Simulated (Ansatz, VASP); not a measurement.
**One calculation of TaSb, two programs**

INCAR

```
SYSTEM = TaSb
ALGO = Normal
EDIFF = 1E-6
ENCUT = 520
ISIF = 2
ISMEAR = -1
LASPH = .TRUE.
LCHARG = .FALSE.
LREAL = .FALSE.
LWAVE = .FALSE.
NBANDS = 15
NELM = 80
PREC = Accurate
SIGMA = 0.05
```

File KPOINTS:

```
k-points
0
G
  13 13 13
  0 0 0
```

Contents of POSCAR:

```
TaSb
1.0
    0.0000000000      2.5721401305      2.5721401305
    2.5721401305      0.0000000000      2.5721401305
    2.5721401305      2.5721401305      0.0000000000
Ta Sb
1 1
Direct
    0.0000000000      0.0000000000      0.0000000000
    0.5000000000      0.5000000000      0.5000000000
```

Input for Ansatz:

```yaml
crystal:
  lattice:
    - [0.0, 2.5721401305, 2.5721401305]
    - [2.5721401305, 0.0, 2.5721401305]
    - [2.5721401305, 2.5721401305, 0.0]
  atoms:
    - { symbol: Ta, position: [0.0, 0.0, 0.0] }
    - { symbol: Sb, position: [0.5, 0.5, 0.5] }
kpoints:
  mp_grid: { grid: [13, 13, 13] }
scf:
  occupations: { method: fermi_dirac, width: 0.05 }
hamiltonian:
  xc: lda
  pseudopotentials: { kind: paw }
output:
  forces: true
  stress: true
  eigenvalues: true
  populations: true
  write_density: true
  write_potential: true
  elf: true
  volumetric_format: npy
```

Change from the starting cell: volume scaled by 0.8, PAW files.

Alike in both runs: task single point; functional LDA; k mesh 13 × 13 × 13; occupations fermi-dirac, width 0.05 eV; no spin polarisation.

|  | VASP | Ansatz |
| --- | --- | --- |
| version | VASP 6.6.1 | Ansatz 0.2.0 |
| potentials or method | VASP PAW LDA potentials, release 64 (Ta_pv, Sb) | PAW with Ansatz's default frozen-core files, scalar-relativistic |
| plane-wave cutoff (eV) | 520 | 420 |
| valence electrons in the cell | 16 | 28 |

VASP gave:

- pressure (GPa): 51.2

Which values does Ansatz return?

Pressure (GPa): 50.0.

LDA's correlation is that of Perdew and Zunger in VASP and of Perdew and Wang (1992) in Ansatz. Both programs put the cell under a high pressure, so it lies far from rest at this level. VASP's potentials hold 16 valence electrons a cell and Ansatz's 28, so a difference there can come from the potentials and not from the codes.

Spin-orbit coupling is off throughout.
